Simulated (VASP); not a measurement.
# TiAl (P-6m2) in VASP: further runs

TiAl is run at these levels: PBEsol; tasks: single point.

Everything below comes from runs of VASP 6.6.1. Logs are shortened: lines on timing, memory, paths and dates and some standing lists are left out, and cuts for length are marked.

**1. The cell of the first run**

Symmetry: P-6m2, No. 187, hexagonal system. The conventional cell has a = 2.848 Å, b = 2.848 Å, c = 4.619 Å, α = 90.00°, β = 90.00°, γ = 120.00°. Ti (site symmetry -6m2) has 6 Al at 2.83 Å and 6 Ti at 2.85 Å within 3.7 Å. Within 3.7 Å of Al (site symmetry -6m2) lie 6 Ti at 2.83 Å and 6 Al at 2.85 Å.

**2. Single point, PBEsol, collinear spin (16.22 Å³/atom)**

INCAR

```
SYSTEM = TiAl
PREC = Accurate
ENCUT = 520
EDIFF = 1E-7
ISMEAR = 0
SIGMA = 0.15
LREAL = .False.
LASPH = .True.
NELM = 150
ALGO = Fast
ISIF = 2
LWAVE = .False.
LCHARG = .False.
ISPIN = 2
MAGMOM = 0.875 0
LORBIT = 11
NUPDOWN = 0.875
LMAXMIX = 4
GGA = PS
NBANDS = 18
```

KPOINTS

```
Automatic mesh
0
Gamma
  21 21 12
  0 0 0
```

POSCAR

```
TiAl
1.0
    2.8475477342      0.0000000000      0.0000000000
   -1.4237738671      2.4660486763      0.0000000000
    0.0000000000      0.0000000000      4.6191923826
Ti Al
1 1
Direct
    0.0000000000      0.0000000000      0.0000000000
    0.3333333333      0.6666666667      0.5000000000
```

Potentials or basis: VASP PAW PBE potentials, release 64 (Ti_sv, Al).

The run is started by

```bash
$ cat potpaw_PBE.64/Ti_sv/POTCAR potpaw_PBE.64/Al/POTCAR > POTCAR
$ mpirun -np 1 vasp_std > vasp.out
```

OUTCAR:

```text
SYSTEM = TiAl
   PREC = Accurate
   ENCUT = 520
   EDIFF = 1E-7
   ISMEAR = 0
   LREAL = .False.
   LASPH = .True.
   NELM = 150
   ISIF = 2
   ISPIN = 2
   LORBIT = 11
   NUPDOWN = 0.875
   GGA = PS

 ion  position               nearest neighbor table
   1  0.000  0.000  0.000-   2 2.83   2 2.83   2 2.83   2 2.83   2 2.83   2 2.83
   2  0.333  0.667  0.500-   1 2.83   1 2.83   1 2.83   1 2.83   1 2.83   1 2.83

  LATTYP: Found a hexagonal cell.
 ALAT       =     2.8475477342
 C/A-ratio  =     1.6221650395

  Lattice vectors:

 A1 = (   2.8475477342,   0.0000000000,   0.0000000000)
 A2 = (  -1.4237738671,   2.4660486763,   0.0000000000)
 A3 = (   0.0000000000,   0.0000000000,   4.6191923826)

Analysis of symmetry for initial positions (statically):
=====================================================================
 Subroutine PRICEL returns:
 Original cell was already a primitive cell.

 Routine SETGRP: Setting up the symmetry group for a
 hexagonal supercell.

 Subroutine GETGRP returns: Found 12 space group operations
 (whereof 12 operations were pure point group operations)
 out of a pool of 24 trial point group operations.

The static configuration has the point symmetry D_3h.

Analysis of symmetry for dynamics (positions and initial velocities):
=====================================================================
 Subroutine PRICEL returns:
 Original cell was already a primitive cell.

 Routine SETGRP: Setting up the symmetry group for a
 hexagonal supercell.

 Subroutine GETGRP returns: Found 12 space group operations
 (whereof 12 operations were pure point group operations)
 out of a pool of 24 trial point group operations.

The dynamic configuration has the point symmetry D_3h.

Analysis of structural, dynamic, and magnetic symmetry:
=====================================================================
 Subroutine PRICEL returns:
 Original cell was already a primitive cell.

 Routine SETGRP: Setting up the symmetry group for a
 hexagonal supercell.

 Subroutine GETGRP returns: Found 12 space group operations
 (whereof 12 operations were pure point group operations)
 out of a pool of 24 trial point group operations.

The overall configuration has the point symmetry D_3h.

 Subroutine INISYM returns: Found 12 space group operations
 (whereof 12 operations are pure point group operations),
 and found     1 'primitive' translations

----------------------------------------------------------------------------------------

                                     Primitive cell

  volume of cell :      32.4369

  direct lattice vectors                    reciprocal lattice vectors
     2.847547734  0.000000000  0.000000000     0.351179363  0.202753500  0.000000000
    -1.423773867  2.466048676  0.000000000     0.000000000  0.405507000  0.000000000
     0.000000000  0.000000000  4.619192383     0.000000000  0.000000000  0.216488061

  length of vectors
     2.847547734  2.847547734  4.619192383     0.405507000  0.405507000  0.216488061

  position of ions in fractional coordinates (direct lattice)
     0.000000000  0.000000000  0.000000000
     0.333333333  0.666666667  0.500000000

  ion indices of the primitive-cell ions
   primitive index   ion index
                 1           1
                 2           2

----------------------------------------------------------------------------------------

 KPOINTS: Automatic mesh

Automatic generation of k-mesh.
 Grid dimensions read from file:
 generate k-points for:   21   21   12

 Generating k-lattice:

  Cartesian coordinates                     Fractional coordinates (reciprocal lattice)
     0.016722827  0.009654929  0.000000000     0.047619048  0.000000000  0.000000000
     0.000000000  0.019309857  0.000000000     0.000000000  0.047619048  0.000000000
     0.000000000  0.000000000  0.018040672     0.000000000  0.000000000  0.083333333

  Length of vectors
     0.019309857  0.019309857  0.018040672

  Shift w.r.t. Gamma in fractional coordinates (k-lattice)
     0.000000000  0.000000000  0.000000000

 Subroutine IBZKPT returns following result:
 ===========================================

 Found    336 irreducible k-points:

 Following reciprocal coordinates:
            Coordinates               Weight
  0.000000  0.000000  0.000000      1.000000
  0.047619 -0.000000  0.000000      6.000000
  0.095238  0.000000  0.000000      6.000000
  0.142857  0.000000  0.000000      6.000000
  0.190476  0.000000  0.000000      6.000000
  0.238095  0.000000  0.000000      6.000000
[... 16 lines left out ...]
  0.142857  0.095238  0.000000     12.000000
  0.190476  0.095238  0.000000     12.000000
 [... further k-points ...]
   k-points           NKPTS =    336   k-points in BZ     NKDIM =    336   number of bands    NBANDS=     18
   number of dos      NEDOS =    301   number of ions     NIONS =      2
   total plane-waves  NPLWV =  20736
   dimension x,y,z NGX =    24 NGY =   24 NGZ =   36
   dimension x,y,z NGXF=    48 NGYF=   48 NGZF=   72
   ions per type =               1   1
   NGX,Y,Z   is equivalent  to a cutoff of  14.01, 14.01, 12.96 a.u.
   NGXF,Y,Z  is equivalent  to a cutoff of  28.02, 28.02, 25.91 a.u.
 SYSTEM =  TiAl
   PREC   = accura    normal or accurate (medium, high low for compatibility)
   ISTART =      0    job   : 0-new  1-cont  2-samecut
   ICHARG =      2    charge: 1-file 2-atom 10-const
   ISPIN  =      2    spin polarized calculation?
   LNONCOLLINEAR =      F non collinear calculations
   LSORBIT =      F    spin-orbit coupling
   LASPH  =      T    aspherical Exc in radial PAW
   ENCUT  =  520.0 eV  38.22 Ry    6.18 a.u.   5.29  5.29  8.59*2*pi/ulx,y,z
   NELM   =    150;   NELMIN=  2; NELMDL= -5     # of ELM steps
   EDIFF  = 0.1E-06   stopping-criterion for ELM
   LREAL  =      F    real-space projection
   EDIFFG = 0.1E-05   stopping-criterion for IOM
   NSW    =      0    number of steps for IOM
   IBRION =     -1    ionic relax: 0-MD 1-quasi-New 2-CG
   NFREE  =      0    steps in history (QN), initial steepest desc. (CG)
   ISIF   =      2    stress and relaxation
   ISYM   =      2    0-nonsym 1-usesym 2-fastsym
   POTIM  = 0.5000    time-step for ionic-motion
   TEBEG  =    0.0;   TEEND  =   0.0 temperature during run
   PSTRESS=    0.0 pullay stress
   NELECT =      15.0000    total number of electrons
   NUPDOWN=       0.8750    fix difference up-down
   EMIN   =  10.00;   EMAX   =-10.00  energy-range for DOS
   EFERMI =   0.00;   METHOD = LEGACY
   ISMEAR =     0;   SIGMA  =   0.15  broadening in eV -4-tet -1-fermi 0-gaus
   EFERMI_NEDOS =   21; number of points for ismear=-14 and -15
   IALGO  =     68    algorithm
   IMIX   =      4    mixing-type and parameters
     AMIX     =   0.40;   BMIX     =  1.00
     AMIX_MAG =   1.60;   BMIX_MAG =  1.00
  volume/ion in A,a.u.               =      16.22       109.45
  Fermi-wavevector in a.u.,A,eV,Ry     =   1.265977  2.392349 21.806013  1.602697
  Thomas-Fermi vector in A             =   2.399202
   LORBIT       =     11    0 simple, 1 ext, 2 COOP (PROOUT), +10 PAW based schemes
   GGA     = PS    functional components
   LHFCALC =     F    Hartree Fock is set to
   AEXX    =    0.0000 exact exchange contribution
   IVDW    =     0    specifies the selected vdW correction
   LEPSILON=     F    determine dielectric tensor
   LRPA    =     F    only Hartree local field effects (RPA)
 spin polarized calculation
 RMM-DIIS sequential band-by-band and
 Gauss-broadening in eV      SIGMA  =   0.15
  energy-cutoff  :      520.00
  volume of cell :       32.44
 maximum number of plane-waves:       889
 NGX is ok and might be reduce to    24
   NGX = 11   NGY = 11   NGZ = 17

 number of electron      15.0000005 magnetization       0.8750001

 Free energy of the ion-electron system (eV)
  ---------------------------------------------------
  ext. energy  EPLUGINS =         0.00000000
  ---------------------------------------------------
  free energy    TOTEN  =       -12.89386268 eV

  energy without entropy =      -12.87614822  energy(sigma->0) =      -12.88500545

 E-fermi :   7.9978     XC(G=0): -11.1338

 val. band max:        8.3488841280   @ k =   0.1905   0.0952   0.5000
 cond. band min:       8.0023209603   @ k =   0.3333   0.1429   0.2500
 fundamental gap:     -0.3465631677
 Fermi energy:         8.3503998647

 spin component 1

 k-point     1 :       0.0000    0.0000    0.0000
  band No.  band energies     occupation
      1     -48.3687      1.00000
      2     -24.7890      1.00000
      3     -24.3584      1.00000
      4     -24.3584      1.00000
      5      -1.1039      1.00000
      6       5.4358      1.00000
[... 10 lines left out ...]
     17      21.9967      0.00000
     18      25.2245      0.00000
[... 463 lines left out ...]
 k-point    24 :       0.1905    0.0952    0.0000
  band No.  band energies     occupation
      1     -48.3150      1.00000
      2     -24.7365      1.00000
      3     -24.6709      1.00000
      4     -24.4456      1.00000
      5       0.4632      1.00000
      6       6.2375      1.00000
[... 10 lines left out ...]
     17      23.2890      0.00000
     18      24.4288      0.00000

 [... further k-points ...]

 spin component 2

 k-point     1 :       0.0000    0.0000    0.0000
  band No.  band energies     occupation
      1     -47.9020      1.00000
      2     -24.3707      1.00000
      3     -23.8650      1.00000
      4     -23.8650      1.00000
      5      -0.8851      1.00000
      6       6.0948      1.00000
[... 10 lines left out ...]
     17      22.5809      0.00000
     18      25.4936      0.00000
[... 463 lines left out ...]
 k-point    24 :       0.1905    0.0952    0.0000
  band No.  band energies     occupation
      1     -47.8493      1.00000
      2     -24.3184      1.00000
      3     -24.1716      1.00000
      4     -23.9507      1.00000
      5       0.6763      1.00000
      6       6.5457      1.00000
[... 10 lines left out ...]
     17      23.5578      0.00000
     18      24.9833      0.00000

 [... further k-points ...]

------------------------ aborting loop because EDIFF is reached ----------------------------------------

  FORCE on cell =-STRESS in cart. coord.  units (eV):
  Direction    XX          YY          ZZ          XY          YZ          ZX
  --------------------------------------------------------------------------------------
  -------------------------------------------------------------------------------------
  Total        0.3425639      0.3425639     -0.2775220      0.0000000      0.0000000      0.0000000
  in kB       16.9205084     16.9205084    -13.7078486      0.0000000      0.0000000      0.0000000
  external PRESSURE =       6.7110561 kB  Pullay stress =       0.0000000 kB

 VOLUME and BASIS-vectors are now :
 -----------------------------------------------------------------------------
  energy-cutoff  :      520.00
  volume of cell :       32.44
      direct lattice vectors                 reciprocal lattice vectors
     2.847547734  0.000000000  0.000000000     0.351179363  0.202753500  0.000000000
    -1.423773867  2.466048676  0.000000000     0.000000000  0.405507000  0.000000000
     0.000000000  0.000000000  4.619192383     0.000000000  0.000000000  0.216488061

 POSITION                                       TOTAL-FORCE (eV/Angst)
 -----------------------------------------------------------------------------------
      0.00000      0.00000      0.00000         0.000000     -0.000000      0.000000
     -0.00000      1.64403      2.30960        -0.000000      0.000000      0.000000
 -----------------------------------------------------------------------------------
    total drift:                                0.000000     -0.000000      0.000000

  FREE ENERGIE OF THE ION-ELECTRON SYSTEM (eV)
  ---------------------------------------------------
  free  energy   TOTEN  =       -12.8938626795 eV

  energy  without entropy=      -12.8761482238  energy(sigma->0) =      -12.88500545

 total charge

# of ion       s       p       d       tot
------------------------------------------
    1        2.223   6.138   1.932  10.293
    2        0.429   0.385   0.000   0.814
--------------------------------------------------
tot          2.652   6.523   1.932  11.107

 magnetization (x)

# of ion       s       p       d       tot
------------------------------------------
    1        0.008   0.047   0.484   0.539
    2        0.000   0.015   0.000   0.015
--------------------------------------------------
tot          0.009   0.062   0.484   0.554
```

It took 11 min on 1 thread of Intel Xeon Platinum 8488C (Sapphire Rapids), shared host; peak memory 0.4 GiB.

What came out:

- Free energy: -12.8939 eV
- Pressure: 0.7 GPa
- Net moment: 0.88 μB per cell
- Site moments: Ti +0.54; Al +0.01 μB
- Valence electrons inside the program's atomic spheres: Ti 10.29; Al 0.81

Caveat: the PAW data sets were made with another functional, which shifts forces and pressure a little; the total moment is fixed, so each spin has its own Fermi level.

[end of part 1 of 2]
